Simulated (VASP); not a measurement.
# CdSi22O48 (a cell with a defect) in VASP: a series of runs, part 3 of 3

VASP 6.6.1. The steps go on from the part before.

### 5 Single point, PBEsol, collinear spin

INCAR

```
PREC = Accurate ; ENCUT = 520
EDIFF = 1E-6 ; ISMEAR = -1
SIGMA = 0.05 ; LREAL = Auto
LASPH = T ; NELM = 200
ALGO = Normal ; ISIF = 2
LWAVE = F ; LCHARG = F
ISPIN = 2 ; MAGMOM = 0 0 0 0 0 0 0 0 0 0 0 0 0 0 0 0 0 0 0 0 0 0 0.364 0 0 0 0 0 0 0 0 0 0.364 0.364 0 0.364 0.364 0 0 0 0 0 0 0 0 0 0 0 0 0 0 0 0 0.364 0.364 0.364 0 0 0 0 0 0 0.364 0.364 0.364 0 0 0 0 0 0
LORBIT = 11 ; GGA = PS
NBANDS = 239 ; ISYM = -1
GGA_COMPAT = F
```

KPOINTS

```
explicit points
1
Reciprocal
  0.25000000   0.25000000   0.25000000 1
```

POSCAR

```
CdSi22O48
1.0
    8.3886930000      0.0000000000      0.0000000000
    0.0000000000      8.3886930000      0.0000000000
    0.0000000000      0.0000000000      8.0356430000
Si Cd O
22 1 48
Direct
    0.9996850000      0.0005560000      0.9986230000
    0.9996720000      0.0004360000      0.3361900000
    0.9996040000      0.0005020000      0.6682420000
    0.9998200000      0.5004630000      0.0008210000
    0.9998360000      0.5007370000      0.3341450000
    0.9996390000      0.5005310000      0.6676810000
    0.4996960000      0.0007020000      0.0008000000
    0.4999680000      0.0006650000      0.3341550000
    0.4997150000      0.0005360000      0.6676640000
    0.4999090000      0.5002770000      0.6815720000
    0.2446360000      0.2454700000      0.1643210000
    0.2463100000      0.2470410000      0.5032950000
    0.2517300000      0.2525860000      0.8381330000
    0.2435350000      0.7572810000      0.1663770000
    0.2504660000      0.7499260000      0.5029080000
    0.2512900000      0.7495890000      0.8321100000
    0.7565000000      0.2442480000      0.1663440000
    0.7491140000      0.2512850000      0.5028220000
    0.7484450000      0.2524060000      0.8320770000
    0.7548610000      0.7556140000      0.1643400000
    0.7531650000      0.7539150000      0.5032180000
    0.7477140000      0.7485020000      0.8381840000
    0.4996330000      0.5006380000      0.3119710000
    0.1468990000      0.1477500000      0.9997030000
    0.1469830000      0.1477670000      0.3350830000
    0.1516090000      0.1524210000      0.6697430000
    0.1466110000      0.6577810000      0.9983650000
    0.1553340000      0.6518930000      0.3340710000
    0.1457600000      0.6572390000      0.6677780000
    0.6569880000      0.1473570000      0.9983390000
    0.6511640000      0.1560010000      0.3340170000
    0.6563470000      0.1466480000      0.6676920000
    0.6604250000      0.6612690000      0.0055370000
    0.6677510000      0.6687630000      0.3328240000
    0.6546220000      0.6553210000      0.6693620000
    0.3387890000      0.3396470000      0.0054470000
    0.3315970000      0.3324740000      0.3328390000
    0.3448680000      0.3456210000      0.6693510000
    0.3424660000      0.8544190000      0.9981130000
    0.3487640000      0.8450360000      0.3340410000
    0.3432840000      0.8547200000      0.6674290000
    0.8535790000      0.3432500000      0.9981300000
    0.8443140000      0.3494880000      0.3339770000
    0.8537980000      0.3441710000      0.6673990000
    0.8524530000      0.8532590000      0.9997660000
    0.8524510000      0.8532570000      0.3348720000
    0.8477840000      0.8486340000      0.6696500000
    0.0930270000      0.4013530000      0.1672100000
    0.0956090000      0.4029300000      0.5013890000
    0.0972570000      0.4044480000      0.8346030000
    0.0963240000      0.9039210000      0.1681560000
    0.0973160000      0.9029440000      0.5016370000
    0.0970370000      0.9030610000      0.8332440000
    0.6134630000      0.3864830000      0.1237530000
    0.6024670000      0.3972200000      0.5219130000
    0.6042050000      0.3957200000      0.8248130000
    0.5987640000      0.9075790000      0.1671260000
    0.5975600000      0.9047040000      0.5014330000
    0.5959000000      0.9030760000      0.8346820000
    0.4005040000      0.0937860000      0.1672130000
    0.4020750000      0.0963820000      0.5013660000
    0.4036250000      0.0981070000      0.8346140000
    0.3858750000      0.6143950000      0.1235540000
    0.3964810000      0.6033240000      0.5222970000
    0.3946360000      0.6050570000      0.8242130000
    0.9031530000      0.0970900000      0.1681580000
    0.9021600000      0.0981240000      0.5016190000
    0.9021610000      0.0979040000      0.8332070000
    0.9067810000      0.5996010000      0.1671530000
    0.9039070000      0.5984000000      0.5013900000
    0.9022860000      0.5967620000      0.8347190000
```

On the command line:

```bash
> cat potpaw_PBE.64/Si/POTCAR potpaw_PBE.64/Cd/POTCAR potpaw_PBE.64/O/POTCAR > POTCAR
> mpirun -np 1 vasp_std > vasp.out
```

Run time: 9.9 min. Hardware: 1 thread of Intel Xeon 6975P-C (Granite Rapids), shared host; peak memory 0.82 GiB.

Results (log left out):

```
Free energy                                           : -552.7601 eV
Pressure                                              : 7.9 GPa
Largest force                                         : 0.224 eV/Å
Net moment                                            : 2.43 μB per cell
Site moments                                          : Si +0.00, +0.01, -0.00, -0.01 (each value once); Cd +0.19; O +0.01, +0.02, -0.00, +0.09, -0.02, -0.01, +0.15, +0.11, +0.12, +0.07, +0.00, +0.62, +0.03, -0.05, +0.61, -0.09 (each value once) μB
Valence electrons inside the program's atomic spheres : Si 1.50, 1.51, 1.47, 1.48, 1.46, 1.52, 1.49 (each value once); Cd 10.49; O 5.22, 5.21, 5.18, 5.19, 5.12, 5.20, 5.23, 4.91, 5.14, 5.11, 5.13, 5.10 (each value once)
```

Forces on the atoms (eV/Å):
```
Si   0.001  0.007 -0.002
Si   0.007  0.009 -0.008
Si  -0.002  0.004  0.007
Si   0.008  0.000 -0.026
Si   0.011 -0.013  0.027
Si   0.021  0.009  0.001
Si   0.001 -0.002 -0.021
Si  -0.012 -0.003  0.021
Si   0.014  0.007  0.004
Si  -0.003  0.010  0.016
Si  -0.051 -0.058  0.105
Si   0.001  0.013 -0.004
Si  -0.050 -0.053 -0.091
Si  -0.044  0.043 -0.043
Si  -0.001 -0.005  0.008
Si   0.010 -0.040  0.030
Si   0.039 -0.039 -0.049
Si  -0.009 -0.008  0.013
Si  -0.031 -0.003  0.035
Si   0.034  0.047  0.085
Si  -0.018 -0.003 -0.003
Si   0.040  0.048 -0.104
Cd  -0.010 -0.010 -0.032
O    0.001  0.001  0.004
O   -0.003 -0.005 -0.005
O   -0.010 -0.011  0.004
O   -0.057 -0.025  0.002
O   -0.030 -0.020 -0.011
O   -0.063 -0.024 -0.039
O   -0.027 -0.051 -0.001
O   -0.023 -0.026 -0.007
O   -0.023 -0.054 -0.038
O   -0.085 -0.089  0.063
O    0.141  0.125  0.025
O   -0.029 -0.027 -0.015
O    0.089  0.090 -0.015
O   -0.129 -0.134  0.010
O    0.016  0.014 -0.013
O    0.017  0.053  0.002
O    0.013  0.031  0.004
O    0.034  0.049  0.019
O    0.056  0.021  0.007
O    0.025  0.020  0.004
O    0.041  0.038  0.015
O   -0.006 -0.007  0.002
O    0.014  0.009 -0.004
O    0.018  0.011  0.014
O    0.047 -0.017 -0.003
O    0.021 -0.027 -0.001
O    0.049 -0.034  0.004
O    0.005 -0.001  0.008
O    0.023 -0.021 -0.005
O    0.031 -0.018 -0.008
O    0.072 -0.039 -0.199
O    0.090 -0.125  0.152
O    0.056 -0.028  0.048
O    0.037 -0.044 -0.003
O    0.024 -0.019 -0.004
O    0.024 -0.047  0.010
O   -0.021  0.057 -0.003
O   -0.021  0.027 -0.004
O   -0.033  0.050  0.008
O   -0.042  0.066 -0.210
O   -0.122  0.083  0.149
O   -0.020  0.054  0.065
O    0.000  0.004  0.008
O   -0.023  0.026 -0.008
O   -0.014  0.030 -0.006
O   -0.048  0.033 -0.002
O   -0.022  0.021 -0.004
O   -0.048  0.019  0.009
```

Stress tensor (GPa, compression positive):
```
8.76 1.84 0.27
1.84 8.77 0.29
0.27 0.29 6.25
```

Levels at points of the mesh, in eV from the Fermi level:
Spin up:
| k point | band 191 | band 192 | band 193 | band 194 | band 195 | band 196 | band 197 | band 198 | band 199 | band 200 |
| --- | --- | --- | --- | --- | --- | --- | --- | --- | --- | --- |
| (0.25, 0.25, 0.25) | -0.42 | -0.34 | -0.26 | -0.26 | -0.17 | 0.05 | 0.24 | 6.68 | 7.56 | 7.66 |
Spin down:
| k point | band 190 | band 191 | band 192 | band 193 | band 194 | band 195 | band 196 | band 197 |
| --- | --- | --- | --- | --- | --- | --- | --- | --- |
| (0.25, 0.25, 0.25) | -0.41 | -0.27 | -0.18 | -0.07 | 0.23 | 0.28 | 0.39 | 0.61 |

Caveat: the PAW data sets were made with another functional, which shifts forces and pressure a little.
